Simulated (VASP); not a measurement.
# TaN (P-6m2) in VASP: a series of runs, part 2 of 2

VASP 6.6.1. Earlier steps stand in the parts before.

### 6 Single point, PBEsol

This run uses another cell than the first one, of 11.31 Å³/atom, 1.105 times its volume.

File INCAR:

```
PREC = Accurate
ENCUT = 520
EDIFF = 1E-6
ISMEAR = -1
SIGMA = 0.15
LREAL = F
LASPH = T
NELM = 80
ALGO = Normal
ISIF = 2
LWAVE = F
LCHARG = F
GGA = PS
NBANDS = 15
```

File KPOINTS:

```
regular mesh
0
Gamma
  11 11 10
```

File POSCAR:

```
TaN
1.0
    2.9861724963      0.0000000000      0.0000000000
   -1.4930862482      2.5861016115      0.0000000000
    0.0000000000      0.0000000000      2.9302706967
Ta N
1 1
Direct
    0.3333333333      0.6666666667      0.5000000000
    0.0000000000      0.0000000000      0.0000000000
```

Potentials or basis: VASP PAW PBE potentials, release 64 (Ta_pv, N).

Launch:

```
$ cat potpaw_PBE.64/Ta_pv/POTCAR potpaw_PBE.64/N/POTCAR > POTCAR
$ mpirun -np 1 vasp_std > vasp.out
```

OUTCAR:

```text
PREC = Accurate
   ENCUT = 520
   EDIFF = 1E-6
   ISMEAR = -1
   LREAL = F
   LASPH = T
   NELM = 80
   ISIF = 2
   GGA = PS

 ion  position               nearest neighbor table
   1  0.333  0.667  0.500-   2 2.26   2 2.26   2 2.26   2 2.26   2 2.26   2 2.26
   2  0.000  0.000  0.000-   1 2.26   1 2.26   1 2.26   1 2.26   1 2.26   1 2.26

  LATTYP: Found a hexagonal cell.
 ALAT       =     2.9861724963
 C/A-ratio  =     0.9812797822

  Lattice vectors:

 A1 = (   2.9861724963,   0.0000000000,   0.0000000000)
 A2 = (  -1.4930862482,   2.5861016115,   0.0000000000)
 A3 = (   0.0000000000,   0.0000000000,   2.9302706967)

Analysis of symmetry for initial positions (statically):
=====================================================================
 Subroutine PRICEL returns:
 Original cell was already a primitive cell.

 Routine SETGRP: Setting up the symmetry group for a
 hexagonal supercell.

 Subroutine GETGRP returns: Found 12 space group operations
 (whereof 12 operations were pure point group operations)
 out of a pool of 24 trial point group operations.

The static configuration has the point symmetry D_3h.

Analysis of symmetry for dynamics (positions and initial velocities):
=====================================================================
 Subroutine PRICEL returns:
 Original cell was already a primitive cell.

 Routine SETGRP: Setting up the symmetry group for a
 hexagonal supercell.

 Subroutine GETGRP returns: Found 12 space group operations
 (whereof 12 operations were pure point group operations)
 out of a pool of 24 trial point group operations.

The dynamic configuration has the point symmetry D_3h.

 Subroutine INISYM returns: Found 12 space group operations
 (whereof 12 operations are pure point group operations),
 and found     1 'primitive' translations

----------------------------------------------------------------------------------------

                                     Primitive cell

  volume of cell :      22.6291

  direct lattice vectors                    reciprocal lattice vectors
     2.986172496  0.000000000  0.000000000     0.334876837  0.193341204  0.000000000
    -1.493086248  2.586101612  0.000000000     0.000000000  0.386682409  0.000000000
     0.000000000  0.000000000  2.930270697     0.000000000  0.000000000  0.341265400

  length of vectors
     2.986172496  2.986172816  2.930270697     0.386682450  0.386682409  0.341265400

  position of ions in fractional coordinates (direct lattice)
     0.333333333  0.666666667  0.500000000
     0.000000000  0.000000000  0.000000000

  ion indices of the primitive-cell ions
   primitive index   ion index
                 1           1
                 2           2

----------------------------------------------------------------------------------------

 KPOINTS: regular mesh

Automatic generation of k-mesh.
 Grid dimensions read from file:
 generate k-points for:   11   11   10

 Generating k-lattice:

  Cartesian coordinates                     Fractional coordinates (reciprocal lattice)
     0.030443349  0.017576473  0.000000000     0.090909091  0.000000000  0.000000000
     0.000000000  0.035152946  0.000000000     0.000000000  0.090909091  0.000000000
     0.000000000  0.000000000  0.034126540     0.000000000  0.000000000  0.100000000

  Length of vectors
     0.035152950  0.035152946  0.034126540

  Shift w.r.t. Gamma in fractional coordinates (k-lattice)
     0.000000000  0.000000000  0.000000000

 Subroutine IBZKPT returns following result:
 ===========================================

 Found     96 irreducible k-points:

 Following reciprocal coordinates:
            Coordinates               Weight
  0.000000  0.000000  0.000000      1.000000
  0.090909  0.000000  0.000000      6.000000
  0.181818  0.000000  0.000000      6.000000
  0.272727  0.000000  0.000000      6.000000
  0.363636  0.000000  0.000000      6.000000
  0.454545  0.000000  0.000000      6.000000
[... 16 lines left out ...]
  0.090909  0.090909  0.100000     12.000000
  0.181818  0.090909  0.100000     24.000000
 [... further k-points ...]
   k-points           NKPTS =     96   k-points in BZ     NKDIM =     96   number of bands    NBANDS=     15
   number of dos      NEDOS =    301   number of ions     NIONS =      2
   total plane-waves  NPLWV =  13824
   dimension x,y,z NGX =    24 NGY =   24 NGZ =   24
   dimension x,y,z NGXF=    48 NGYF=   48 NGZF=   48
   ions per type =               1   1
   NGX,Y,Z   is equivalent  to a cutoff of  13.36, 13.36, 13.62 a.u.
   NGXF,Y,Z  is equivalent  to a cutoff of  26.72, 26.72, 27.23 a.u.
 SYSTEM =  unknown system
   PREC   = accura    normal or accurate (medium, high low for compatibility)
   ISTART =      0    job   : 0-new  1-cont  2-samecut
   ICHARG =      2    charge: 1-file 2-atom 10-const
   ISPIN  =      1    spin polarized calculation?
   LNONCOLLINEAR =      F non collinear calculations
   LSORBIT =      F    spin-orbit coupling
   LASPH  =      T    aspherical Exc in radial PAW
   ENCUT  =  520.0 eV  38.22 Ry    6.18 a.u.   5.55  5.55  5.45*2*pi/ulx,y,z
   NELM   =     80;   NELMIN=  2; NELMDL= -5     # of ELM steps
   EDIFF  = 0.1E-05   stopping-criterion for ELM
   LREAL  =      F    real-space projection
   EDIFFG = 0.1E-04   stopping-criterion for IOM
   NSW    =      0    number of steps for IOM
   IBRION =     -1    ionic relax: 0-MD 1-quasi-New 2-CG
   NFREE  =      0    steps in history (QN), initial steepest desc. (CG)
   ISIF   =      2    stress and relaxation
   ISYM   =      2    0-nonsym 1-usesym 2-fastsym
   POTIM  = 0.5000    time-step for ionic-motion
   TEBEG  =    0.0;   TEEND  =   0.0 temperature during run
   PSTRESS=    0.0 pullay stress
   NELECT =      16.0000    total number of electrons
   NUPDOWN=      -1.0000    fix difference up-down
   EMIN   =  10.00;   EMAX   =-10.00  energy-range for DOS
   EFERMI =   0.00;   METHOD = LEGACY
   ISMEAR =    -1;   SIGMA  =   0.15  broadening in eV -4-tet -1-fermi 0-gaus
   EFERMI_NEDOS =   21; number of points for ismear=-14 and -15
   IALGO  =     38    algorithm
   IMIX   =      4    mixing-type and parameters
     AMIX     =   0.40;   BMIX     =  1.00
     AMIX_MAG =   1.60;   BMIX_MAG =  1.00
  volume/ion in A,a.u.               =      11.31        76.35
  Fermi-wavevector in a.u.,A,eV,Ry     =   1.458452  2.756074 28.940704  2.127082
  Thomas-Fermi vector in A             =   2.575135
   LORBIT       =      0    0 simple, 1 ext, 2 COOP (PROOUT), +10 PAW based schemes
   GGA     = PS    functional components
   LHFCALC =     F    Hartree Fock is set to
   AEXX    =    0.0000 exact exchange contribution
   IVDW    =     0    specifies the selected vdW correction
   LEPSILON=     F    determine dielectric tensor
   LRPA    =     F    only Hartree local field effects (RPA)
 non-spin polarized calculation
  energy-cutoff  :      520.00
  volume of cell :       22.63
 maximum number of plane-waves:       634
 NGX is ok and might be reduce to    24
   NGX = 11   NGY = 11   NGZ = 11

 number of electron      16.0000000 magnetization

 Free energy of the ion-electron system (eV)
  ---------------------------------------------------
  ext. energy  EPLUGINS =         0.00000000
  ---------------------------------------------------
  free energy    TOTEN  =       -23.72628387 eV

  energy without entropy =      -23.71658540  energy(sigma->0) =      -23.72143464

 E-fermi :   7.6134     XC(G=0): -13.2406

 val. band max:        7.5783874639   @ k =   0.0000   0.0000   0.4000
 cond. band min:       7.7707266830   @ k =   0.0909   0.0000   0.5000
 fundamental gap:      0.1923392191
 Fermi energy:         7.6134141927

 k-point     1 :       0.0000    0.0000    0.0000
  band No.  band energies     occupation
      1     -27.3316      2.00000
      2     -27.0861      2.00000
      3     -27.0861      2.00000
      4      -9.7764      2.00000
      5       3.2393      2.00000
      6       3.2393      2.00000
      7       3.5839      2.00000
      8       4.7437      2.00000
      9       9.4397      0.00001
     10      10.9673      0.00000
     11      10.9673      0.00000
     12      11.2952      0.00000
     13      11.2952      0.00000
     14      20.2767      0.00000
     15      20.8206      0.00000
[... 397 lines left out ...]
 k-point    24 :       0.1818    0.0909    0.1000
  band No.  band energies     occupation
      1     -27.4908      2.00000
      2     -27.3481      2.00000
      3     -27.1895      2.00000
      4      -8.7012      2.00000
      5       1.2722      2.00000
      6       2.9257      2.00000
      7       3.7848      2.00000
      8       5.1272      2.00000
      9       9.3092      0.00002
     10      10.3261      0.00000
     11      11.5310      0.00000
     12      12.1855      0.00000
     13      13.2556      0.00000
     14      20.0488      0.00000
     15      20.7951      0.00000

 [... further k-points ...]
[... 5 lines left out ...]
  --------------------------------------------------------------------------------------
  -------------------------------------------------------------------------------------
  Total       -2.6215760     -2.6215768     -2.9185623      0.0000000     -0.0000000      0.0000000
  in kB     -185.6114755   -185.6115286   -206.6385440      0.0000000     -0.0000000      0.0000000
  external PRESSURE =    -192.6205161 kB  Pullay stress =       0.0000000 kB

 VOLUME and BASIS-vectors are now :
 -----------------------------------------------------------------------------
  energy-cutoff  :      520.00
  volume of cell :       22.63
      direct lattice vectors                 reciprocal lattice vectors
     2.986172496  0.000000000  0.000000000     0.334876837  0.193341204  0.000000000
    -1.493086248  2.586101612  0.000000000     0.000000000  0.386682409  0.000000000
     0.000000000  0.000000000  2.930270697     0.000000000  0.000000000  0.341265400

 POSITION                                       TOTAL-FORCE (eV/Angst)
 -----------------------------------------------------------------------------------
     -0.00000      1.72407      1.46514        -0.000000     -0.000000      0.000000
      0.00000      0.00000      0.00000         0.000000      0.000000      0.000000
 -----------------------------------------------------------------------------------
    total drift:                                0.000000      0.000005     -0.000000

  FREE ENERGIE OF THE ION-ELECTRON SYSTEM (eV)
  ---------------------------------------------------
  free  energy   TOTEN  =       -23.7262838736 eV

  energy  without entropy=      -23.7165854008  energy(sigma->0) =      -23.72143464
```

OSZICAR:

```text
N       E                     dE             d eps       ncg     rms          rms(c)
DAV:   1     0.887405399792E+02    0.88741E+02   -0.87804E+03  2880   0.112E+03
DAV:   2    -0.232404079212E+02   -0.11198E+03   -0.10540E+03  3496   0.300E+02
DAV:   3    -0.261021281178E+02   -0.28617E+01   -0.28480E+01  3279   0.446E+01
DAV:   4    -0.261143592849E+02   -0.12231E-01   -0.12228E-01  3776   0.319E+00
DAV:   5    -0.261144377582E+02   -0.78473E-04   -0.78472E-04  3286   0.237E-01    0.216E+01
DAV:   6    -0.238662934054E+02    0.22481E+01   -0.35984E+00  3798   0.224E+01    0.910E+00
DAV:   7    -0.237655175662E+02    0.10078E+00   -0.51394E-01  3433   0.593E+00    0.632E+00
DAV:   8    -0.237336296706E+02    0.31888E-01   -0.19408E-01  3517   0.361E+00    0.134E+00
DAV:   9    -0.237264505541E+02    0.71791E-02   -0.17049E-02  3328   0.106E+00    0.219E-01
DAV:  10    -0.237263426695E+02    0.10788E-03   -0.99251E-04  3587   0.366E-01    0.900E-02
DAV:  11    -0.237262836935E+02    0.58976E-04   -0.69399E-05  3384   0.911E-02    0.137E-02
DAV:  12    -0.237262838736E+02   -0.18010E-06   -0.95501E-06  3181   0.260E-02
   1 F= -.23726284E+02 E0= -.23721435E+02  d E =-.969847E-02
```

stdout:

```text
POSCAR found type information on POSCAR TaN
 POSCAR found :  2 types and       2 ions
 scaLAPACK will be used
 -----------------------------------------------------------------------------
|                                                                             |
|                                                                             |
|     You enforced a specific xc type in the INCAR file but a different       |
|     I HOPE YOU KNOW WHAT YOU ARE DOING!                                     |
|                                                                             |
 -----------------------------------------------------------------------------

 LDA part: xc-table for (Slater+PW92), standard interpolation
 POSCAR, INCAR and KPOINTS ok, starting setup
 FFT: planning ... GRIDC
 FFT: planning ... GRID_SOFT
 FFT: planning ... GRID
 WAVECAR not read
 entering main loop
```

It took 9 s on 1 thread of Intel Xeon 6975P-C (Granite Rapids), shared host; peak memory 0.15 GiB.

What came out:

* Free energy: -23.7263 eV
* Pressure: -19.3 GPa
* Band gap on the k mesh: zero (band 8 reaches 7.97 eV, above the bottom of band 9 at 7.50 eV)

Stress tensor (GPa, compression positive):
```
-18.56   0.00   0.00
  0.00 -18.56   0.00
  0.00   0.00 -20.66
```

Caveat: the PAW data sets were made with another functional, which shifts forces and pressure a little; spin-orbit coupling is left out, which moves the levels of the heavy elements.

### 7 Summary

```csv
cell,gap on the mesh (eV),pressure (GPa)
"a = 2.888, b = 2.888, c = 2.834 Å, angles 90.0, 90.0, 120.0°, 2 atoms",none,15.8
"a = 2.913, b = 2.913, c = 2.859 Å, angles 90.0, 90.0, 120.0°, 2 atoms",none,5.2
"a = 2.938, b = 2.938, c = 2.883 Å, angles 90.0, 90.0, 120.0°, 2 atoms",none,-4.1
"a = 2.962, b = 2.962, c = 2.907 Å, angles 90.0, 90.0, 120.0°, 2 atoms",none,-12.2
"a = 2.986, b = 2.986, c = 2.930 Å, angles 90.0, 90.0, 120.0°, 2 atoms",none,-19.3
```

Alike in all rows: task single point; level PBEsol; potentials or basis VASP PAW PBE potentials, release 64 (Ta_pv, N); no spin polarisation; k mesh 11 × 11 × 10; cutoff (eV) 520; smearing fermi-dirac 0.15 eV.

Caveats: the PAW data sets were made with another functional, which shifts forces and pressure a little; spin-orbit coupling is left out, which moves the levels of the heavy elements.

Total energies depend on the potentials used, so only differences within one code and one set of settings carry meaning.
